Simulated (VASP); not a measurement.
HfN:

```xyz
2
Lattice="2.8437 0.0000 0.0000 0.0000 2.8437 0.0000 0.0000 0.0000 2.8437" Properties=species:S:1:pos:R:3 pbc="T T T"
Hf    1.4219    1.4219    1.4219
N     0.0000    0.0000    0.0000
```

Base run:

- Program: VASP 6.6.1
- Functional: PBE
- Potentials or basis: VASP PAW PBE potentials, release 64 (Hf_pv, N)
- Cutoff: 520 eV
- k mesh: 9 × 9 × 9
- Occupations: fermi-dirac, width 0.05 eV
- Spin: no spin polarisation

Its results: pressure -6.8 GPa.

Task: The run is repeated on the same cell with these changes: functional from PBE to PBE0; k mesh from 9 × 9 × 9 to 5 × 5 × 5. What comes out?

Result: Pressure -15.4 GPa.

Several settings changed at once, so the effect can't be laid on one alone.

Caveats: some runs use coarse meshes; the PAW data sets were made with another functional, which shifts forces and pressure a little (some runs).
